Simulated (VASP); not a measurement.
# Y (P6_3/mmc) in VASP: a series of runs

The runs below take Y through relaxation of cell and atoms, single point, with PBEsol, LDA.

All numbers are computed with VASP 6.6.1; they aren't measurements. Logs are shortened: lines on timing, memory, paths and dates and some standing lists are left out, and cuts for length are marked.

## (1) The cell of the first run

The structure is hexagonal, space group P6_3/mmc (No. 194). The conventional cell has a = 3.684 Å, b = 3.684 Å, c = 5.787 Å, α = 90.00°, β = 90.00°, γ = 120.00°. Y (site symmetry -6m2) has 12 Y at 3.59 to 3.68 Å within 4.7 Å.

## (2) Relaxation of cell and atoms, PBEsol (34.00 Å³/atom)

POSCAR reads:

```
Y
1.0
    3.6835152200      0.0000000000      0.0000000000
   -1.8417576100      3.1900177558      0.0000000000
    0.0000000000      0.0000000000      5.7873423041
Y
2
Direct
    0.6666666667      0.3333333333      0.7500000000
    0.3333333333      0.6666666667      0.2500000000
```

INCAR.step1 reads:

```
GGA = PS ; ISMEAR = 1
SIGMA = 0.05 ; LWAVE = False
LCHARG = False ; NSW = 80
PREC = Accurate ; LASPH = True
LREAL = False ; ALGO = Normal
EDIFF = 1E-7 ; NELM = 120
GGA_COMPAT = False ; IBRION = 2
ISIF = 3 ; EDIFFG = -0.002
NELMIN = 4 ; ENCUT = 650
KPAR = 2 ; POTIM = 0.5
```

INCAR.step4 reads:

```
GGA = PS ; ISMEAR = 1
SIGMA = 0.05 ; LWAVE = False
LCHARG = False ; PREC = Accurate
LASPH = True ; LREAL = False
ALGO = Normal ; EDIFF = 1E-7
NELM = 120 ; GGA_COMPAT = False
ISIF = 2 ; ENCUT = 650
KPAR = 2
```

KPOINTS reads:

```
Automatic mesh
0
Gamma
  11 11 7
  0 0 0
```

Potentials or basis: VASP PAW PBE potentials, release 64 (Y_sv).

On the command line:

```console
> cat potpaw_PBE.64/Y_sv/POTCAR > POTCAR
> cp INCAR.step1 INCAR
> cp POSCAR.step1 POSCAR
> mpirun -np 2 vasp_std > vasp.out
> cp CONTCAR POSCAR
> mpirun -np 2 vasp_std > vasp.out
> cp CONTCAR POSCAR
> mpirun -np 2 vasp_std > vasp.out
> cp CONTCAR POSCAR
> cp INCAR.step4 INCAR
> mpirun -np 2 vasp_std > vasp.out
```

OUTCAR:

```text
GGA = PS
   ISMEAR = 1
   PREC = Accurate
   LASPH = True
   LREAL = False
   EDIFF = 1E-7
   NELM = 120
   ISIF = 2
   ENCUT = 650

 ion  position               nearest neighbor table
   1  0.667  0.333  0.750-   2 3.48   2 3.48   2 3.48   2 3.48   2 3.48   2 3.48
   2  0.333  0.667  0.250-   1 3.48   1 3.48   1 3.48   1 3.48   1 3.48   1 3.48

  LATTYP: Found a hexagonal cell.
 ALAT       =     3.5940991208
 C/A-ratio  =     1.5554834983

  Lattice vectors:

 A1 = (   3.5940991208,   0.0000000000,   0.0000000000)
 A2 = (  -1.7970495604,   3.1125811424,   0.0000000000)
 A3 = (   0.0000000000,   0.0000000000,   5.5905618736)

Analysis of symmetry for initial positions (statically):
=====================================================================
 Subroutine PRICEL returns:
 Original cell was already a primitive cell.

 Routine SETGRP: Setting up the symmetry group for a
 hexagonal supercell.

 Subroutine GETGRP returns: Found 24 space group operations
 (whereof 12 operations were pure point group operations)
 out of a pool of 24 trial point group operations.

The static configuration has the point symmetry D_3d.
 The point group associated with its full space group is D_6h.

Analysis of symmetry for dynamics (positions and initial velocities):
=====================================================================
 Subroutine PRICEL returns:
 Original cell was already a primitive cell.

 Routine SETGRP: Setting up the symmetry group for a
 hexagonal supercell.

 Subroutine GETGRP returns: Found 24 space group operations
 (whereof 12 operations were pure point group operations)
 out of a pool of 24 trial point group operations.

The dynamic configuration has the point symmetry D_3d.
 The point group associated with its full space group is D_6h.

 Subroutine INISYM returns: Found 24 space group operations
 (whereof 12 operations are pure point group operations),
 and found     1 'primitive' translations

----------------------------------------------------------------------------------------

                                     Primitive cell

  volume of cell :      62.5412

  direct lattice vectors                    reciprocal lattice vectors
     3.594099121  0.000000000  0.000000000     0.278233840  0.160638382  0.000000000
    -1.797049560  3.112581142  0.000000000     0.000000000  0.321276765  0.000000000
     0.000000000  0.000000000  5.590561874     0.000000000  0.000000000  0.178872897

  length of vectors
     3.594099121  3.594099121  5.590561874     0.321276765  0.321276765  0.178872897

  position of ions in fractional coordinates (direct lattice)
     0.666666667  0.333333333  0.750000000
     0.333333333  0.666666667  0.250000000

  ion indices of the primitive-cell ions
   primitive index   ion index
                 1           1
                 2           2

----------------------------------------------------------------------------------------

 KPOINTS: Automatic mesh

Automatic generation of k-mesh.
 Grid dimensions read from file:
 generate k-points for:   11   11    7

 Generating k-lattice:

  Cartesian coordinates                     Fractional coordinates (reciprocal lattice)
     0.025293985  0.014603489  0.000000000     0.090909091 -0.000000000  0.000000000
     0.000000000  0.029206979  0.000000000     0.000000000  0.090909091  0.000000000
     0.000000000  0.000000000  0.025553271     0.000000000  0.000000000  0.142857143

  Length of vectors
     0.029206979  0.029206979  0.025553271

  Shift w.r.t. Gamma in fractional coordinates (k-lattice)
     0.000000000  0.000000000  0.000000000

 Subroutine IBZKPT returns following result:
 ===========================================

 Found     64 irreducible k-points:

 Following reciprocal coordinates:
            Coordinates               Weight
  0.000000  0.000000  0.000000      1.000000
  0.090909  0.000000  0.000000      6.000000
  0.181818  0.000000  0.000000      6.000000
  0.272727 -0.000000  0.000000      6.000000
  0.363636  0.000000  0.000000      6.000000
  0.454545  0.000000  0.000000      6.000000
[... 16 lines left out ...]
  0.090909  0.090909  0.142857     12.000000
  0.181818  0.090909  0.142857     24.000000
 [... further k-points ...]
   k-points           NKPTS =     64   k-points in BZ     NKDIM =     64   number of bands    NBANDS=     15
   number of dos      NEDOS =    301   number of ions     NIONS =      2
   total plane-waves  NPLWV =  43200
   dimension x,y,z NGX =    30 NGY =   30 NGZ =   48
   dimension x,y,z NGXF=    60 NGYF=   60 NGZF=   96
   ions per type =               2
   NGX,Y,Z   is equivalent  to a cutoff of  13.88, 13.88, 14.27 a.u.
   NGXF,Y,Z  is equivalent  to a cutoff of  27.75, 27.75, 28.55 a.u.
 SYSTEM =  unknown system
   PREC   = accura    normal or accurate (medium, high low for compatibility)
   ISTART =      0    job   : 0-new  1-cont  2-samecut
   ICHARG =      2    charge: 1-file 2-atom 10-const
   ISPIN  =      1    spin polarized calculation?
   LNONCOLLINEAR =      F non collinear calculations
   LSORBIT =      F    spin-orbit coupling
   LASPH  =      T    aspherical Exc in radial PAW
   ENCUT  =  650.0 eV  47.77 Ry    6.91 a.u.   7.47  7.47 11.62*2*pi/ulx,y,z
   NELM   =    120;   NELMIN=  2; NELMDL=  0     # of ELM steps
   EDIFF  = 0.1E-06   stopping-criterion for ELM
   LREAL  =      F    real-space projection
   EDIFFG = 0.1E-05   stopping-criterion for IOM
   NSW    =      0    number of steps for IOM
   IBRION =     -1    ionic relax: 0-MD 1-quasi-New 2-CG
   NFREE  =      0    steps in history (QN), initial steepest desc. (CG)
   ISIF   =      2    stress and relaxation
   ISYM   =      2    0-nonsym 1-usesym 2-fastsym
   POTIM  = 0.5000    time-step for ionic-motion
   TEBEG  =    0.0;   TEEND  =   0.0 temperature during run

   SCALEE = 1.0000    scale energy and forces
   PSTRESS=    0.0 pullay stress
   NELECT =      22.0000    total number of electrons
   NUPDOWN=      -1.0000    fix difference up-down
   EMIN   =  10.00;   EMAX   =-10.00  energy-range for DOS
   EFERMI =   0.00;   METHOD = LEGACY
   ISMEAR =     1;   SIGMA  =   0.05  broadening in eV -4-tet -1-fermi 0-gaus
   EFERMI_NEDOS =   21; number of points for ismear=-14 and -15
   IALGO  =     38    algorithm
   IMIX   =      4    mixing-type and parameters
     AMIX     =   0.40;   BMIX     =  1.00
     AMIX_MAG =   1.60;   BMIX_MAG =  1.00
  volume/ion in A,a.u.               =      31.27       211.02
  Fermi-wavevector in a.u.,A,eV,Ry     =   1.155652  2.183865 18.171003  1.335531
  Thomas-Fermi vector in A             =   2.292279
   LORBIT       =      0    0 simple, 1 ext, 2 COOP (PROOUT), +10 PAW based schemes
   GGA     = PS    functional components
   LHFCALC =     F    Hartree Fock is set to
   AEXX    =    0.0000 exact exchange contribution
   IVDW    =     0    specifies the selected vdW correction
   LEPSILON=     F    determine dielectric tensor
   LRPA    =     F    only Hartree local field effects (RPA)

   CSHIFT  =0.1000    complex shift for real part using Kramers Kronig

   OMEGAMAX=  -1.0    maximum frequency
 non-spin polarized calculation
 Methfessel and Paxton  Order N= 1 SIGMA  =   0.05
  energy-cutoff  :      650.00
  volume of cell :       62.54
 maximum number of plane-waves:      2382
 NGX is ok and might be reduce to    30
   NGX = 15   NGY = 15   NGZ = 23

 number of electron      21.9999999 magnetization

 Free energy of the ion-electron system (eV)
  ---------------------------------------------------
  ext. energy  EPLUGINS =         0.00000000
  ---------------------------------------------------
  free energy    TOTEN  =       -13.63361412 eV

  energy without entropy =      -13.63324719  energy(sigma->0) =      -13.63349181

 E-fermi :   3.1152     XC(G=0):  -9.7276

 val. band max:        3.1144728308   @ k =   0.4545   0.0909   0.4286
 cond. band min:       3.1217095346   @ k =   0.2727   0.0909   0.4286
 fundamental gap:      0.0072367038
 Fermi energy:         3.1151710555

 k-point     1 :       0.0000    0.0000    0.0000
  band No.  band energies     occupation
      1     -39.3590      2.00000
      2     -39.2644      2.00000
      3     -19.7268      2.00000
      4     -19.1636      2.00000
      5     -19.1636      2.00000
      6     -19.0540      2.00000
      7     -19.0540      2.00000
      8     -19.0062      2.00000
      9      -1.6548      2.00000
     10       1.1848      2.00000
     11       4.2412      0.00000
     12       4.8873      0.00000
     13       4.8873      0.00000
     14       5.2861      0.00000
     15       5.5483      0.00000

 k-point     2 :       0.0909    0.0000    0.0000
  band No.  band energies     occupation
      1     -39.3540      2.00000
      2     -39.2627      2.00000
      3     -19.7094      2.00000
      4     -19.1982      2.00000
      5     -19.1756      2.00000
      6     -19.0904      2.00000
      7     -19.0581      2.00000
      8     -19.0147      2.00000
      9      -1.4700      2.00000
     10       1.3560      2.00000
     11       4.0269     -0.00000
     12       4.4674      0.00000
     13       5.0596      0.00000
     14       5.3446      0.00000
     15       5.5963      0.00000

 k-point     3 :       0.1818    0.0000    0.0000
  band No.  band energies     occupation
      1     -39.3401      2.00000
      2     -39.2587      2.00000
      3     -19.6599      2.00000
      4     -19.2911      2.00000
      5     -19.2064      2.00000
      6     -19.1853      2.00000
      7     -19.0703      2.00000
      8     -19.0403      2.00000
      9      -0.9473      2.00000
     10       1.7952      2.00000
     11       3.5173     -0.00000
     12       3.8456     -0.00000
     13       4.9271      0.00000
     14       5.3396      0.00000
     15       5.4092      0.00000
[... 343 lines left out ...]
 k-point    23 :       0.0909    0.0909    0.1429
  band No.  band energies     occupation
      1     -39.3404      2.00000
      2     -39.2641      2.00000
      3     -19.6505      2.00000
      4     -19.2440      2.00000
      5     -19.2136      2.00000
      6     -19.1604      2.00000
      7     -19.0782      2.00000
      8     -19.0456      2.00000
      9      -0.9829      2.00000
     10       1.5977      2.00000
     11       3.4931     -0.00000
     12       4.0261     -0.00000
     13       5.0721      0.00000
     14       5.1118      0.00000
     15       5.1964      0.00000

 k-point    24 :       0.1818    0.0909    0.1429
  band No.  band energies     occupation
      1     -39.3243      2.00000
      2     -39.2593      2.00000
      3     -19.6033      2.00000
      4     -19.3370      2.00000
      5     -19.3012      2.00000
      6     -19.2135      2.00000
      7     -19.1024      2.00000
      8     -19.0693      2.00000
      9      -0.3507      2.00000
     10       2.0960      2.00000
     11       3.0116      2.01261
     12       3.5019     -0.00000
     13       4.6999      0.00000
     14       4.9027      0.00000
     15       5.2414      0.00000

 [... further k-points ...]
[... 5 lines left out ...]
  --------------------------------------------------------------------------------------
  -------------------------------------------------------------------------------------
  Total        0.0003699      0.0003699      0.0005844      0.0000000      0.0000000     -0.0000000
  in kB        0.0094750      0.0094750      0.0149709      0.0000000      0.0000000     -0.0000000
  external PRESSURE =       0.0113070 kB  Pullay stress =       0.0000000 kB

 VOLUME and BASIS-vectors are now :
 -----------------------------------------------------------------------------
  energy-cutoff  :      650.00
  volume of cell :       62.54
      direct lattice vectors                 reciprocal lattice vectors
     3.594099121  0.000000000  0.000000000     0.278233840  0.160638382  0.000000000
    -1.797049560  3.112581142  0.000000000     0.000000000  0.321276765  0.000000000
     0.000000000  0.000000000  5.590561874     0.000000000  0.000000000  0.178872897

 POSITION                                       TOTAL-FORCE (eV/Angst)
 -----------------------------------------------------------------------------------
      1.79705      1.03753      4.19292        -0.000000     -0.000000      0.000000
     -0.00000      2.07505      1.39764         0.000000      0.000000      0.000000
 -----------------------------------------------------------------------------------
    total drift:                               -0.000000      0.000000     -0.000000

  FREE ENERGIE OF THE ION-ELECTRON SYSTEM (eV)
  ---------------------------------------------------
  free  energy   TOTEN  =       -13.6336141195 eV

  energy  without entropy=      -13.6332471940  energy(sigma->0) =      -13.63349181
```

Wall time 6 min (2 MPI ranks of AMD EPYC 7R13 (Zen 3), shared host); peak memory 0.26 GiB.

Results:

| Property | Result |
| --- | --- |
| Free energy | -13.6336 eV |
| Relaxed volume | 31.27 Å³/atom |
| Relaxed cell | a = 3.594 Å, b = 3.594 Å, c = 5.591 Å, α = 90.00°, β = 90.00°, γ = 120.00° |
| Space group after relaxing (to 0.1 Å) | P6_3/mmc (No. 194) |
| Energy gained by relaxing | 28.7 meV/atom |
| Ionic steps | 12 |
| Pressure after relaxing | 0.0 GPa |
| Band gap on the k mesh | zero (bands 11 and 12 overlap by 1.60 eV) |

The path:
| step | energy change (eV) | largest force (eV/Å) | pressure (GPa) | volume (Å³) |
| --- | --- | --- | --- | --- |
| 1 | 0.0000 | 0.0000 | -3.16 | 68.00 |
| 2 | -0.0556 | 0.0000 | 0.57 | 61.62 |
| 3 | -0.0573 | 0.0000 | 0.05 | 62.46 |
| 4 | -0.0573 | 0.0000 | -0.04 | 62.57 |
| 5 | -0.0574 | 0.0000 | 0.00 | 62.57 |
| 6 | -0.0575 | 0.0000 | -0.02 | 62.58 |
| 7 | -0.0575 | 0.0000 | -0.01 | 62.58 |
| 8 | -0.0575 | 0.0000 | -0.01 | 62.58 |
| 9 | -0.0575 | 0.0000 | 0.00 | 62.55 |
| 10 | -0.0575 | 0.0000 | -0.01 | 62.55 |
| 11 | -0.0575 | 0.0000 | 0.01 | 62.54 |
| 12 | -0.0575 | 0.0000 | 0.00 | 62.54 |

Final structure:
```
CELL_PARAMETERS angstrom
3.59410 0.00000 0.00000
-1.79705 3.11258 0.00000
0.00000 0.00000 5.59056
ATOMIC_POSITIONS crystal
Y 0.66667 0.33333 0.75000
Y 0.33333 0.66667 0.25000
```

Caveat: the PAW data sets were made with another functional, which shifts forces and pressure a little.

## (3) Single point, LDA (31.03 Å³/atom)

This run uses another cell than the first one, of 31.03 Å³/atom.

INCAR reads:

```
SYSTEM = Y
  PREC = Accurate
  ENCUT = 520
  EDIFF = 1E-6
  ISMEAR = -1
  SIGMA = 0.05
  LREAL = .FALSE.
  LASPH = .TRUE.
  NELM = 60
  ALGO = Fast
  ISIF = 2
  LWAVE = .FALSE.
  LCHARG = .TRUE.
  LELF = .TRUE.
  LVHAR = .TRUE.
  NBANDS = 18
```

KPOINTS reads:

```
regular mesh
0
G
  8 8 5
  0 0 0
```

POSCAR reads:

```
Y
1.0
    3.5729423729      0.0000000000      0.0000000000
   -1.7864711865      3.0942588613      0.0000000000
    0.0000000000      0.0000000000      5.6136161546
Y
2
Direct
    0.6666666667      0.3333333333      0.7500000000
    0.3333333333      0.6666666667      0.2500000000
```

Potentials or basis: VASP PAW LDA potentials, release 64 (Y_sv).

On the command line:

```console
> cat potpaw_LDA.64/Y_sv/POTCAR > POTCAR
> mpirun -np 1 vasp_std > vasp.out
```

Run time: 53 s. Hardware: 1 thread of AMD EPYC 7R13, shared host; peak memory 0.15 GiB.

The run converged. Its results:

```
Free energy            : -13.8866 eV
Pressure               : -1.7 GPa
Band gap on the k mesh : zero (bands 11 and 12 overlap by 1.52 eV)
```

Stress tensor (GPa, compression positive):
```
-1.59  0.00  0.00
 0.00 -1.59  0.00
 0.00  0.00 -1.84
```

Levels at points of the mesh, in eV from the Fermi level:
| k point | band 7 | band 8 | band 9 | band 10 | band 11 | band 12 | band 13 | band 14 | band 15 | band 16 |
| --- | --- | --- | --- | --- | --- | --- | --- | --- | --- | --- |
| (0.00, 0.00, 0.00) | -22.09 | -22.05 | -4.75 | -1.95 | 1.16 | 1.76 | 1.76 | 2.07 | 2.40 | 2.40 |
| (0.50, 0.00, 0.00) | -22.24 | -22.16 | -1.68 | -1.29 | -0.89 | 0.06 | 1.47 | 1.49 | 2.16 | 5.28 |

(Continued in part 2 of 2.)
